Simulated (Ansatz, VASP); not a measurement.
## One calculation of Ag, two programs

```xyz
2
Lattice="2.9875 0.0000 0.0000 -1.4937 2.5872 0.0000 0.0000 0.0000 4.8446" Properties=species:S:1:pos:R:3 pbc="T T T"
Ag    0.0000    1.7248    1.2112
Ag    1.4937    0.8624    3.6335
```

Alike in both runs: task single point; functional PBEsol; k mesh 14 × 14 × 8; occupations fermi-dirac, width 0.1 eV; no spin polarisation.

|  | VASP | Ansatz |
| --- | --- | --- |
| version | VASP 6.6.1 | Ansatz 0.2.0 |
| potentials or method | VASP PAW PBE potentials, release 64 (Ag), cutoff 520 eV | plane waves (420 eV) with PAW, scalar-relativistic |
| valence electrons in the cell | 22 | 38 |

```tsv
	VASP	Ansatz	Ansatz less VASP
pressure (GPa)	-9.8	-9.7	+0.10
traceless stress, the component that is largest in VASP (GPa)	0.25	0.25	+0.005
```

VASP's potentials were made for PBE, not for PBEsol, and Ansatz warns of the same on its side. The functional is the same, so the differences come from potentials, cutoffs and numerics. VASP's potentials hold 22 valence electrons a cell and Ansatz's 38, so a difference there can come from the potentials and not from the codes.
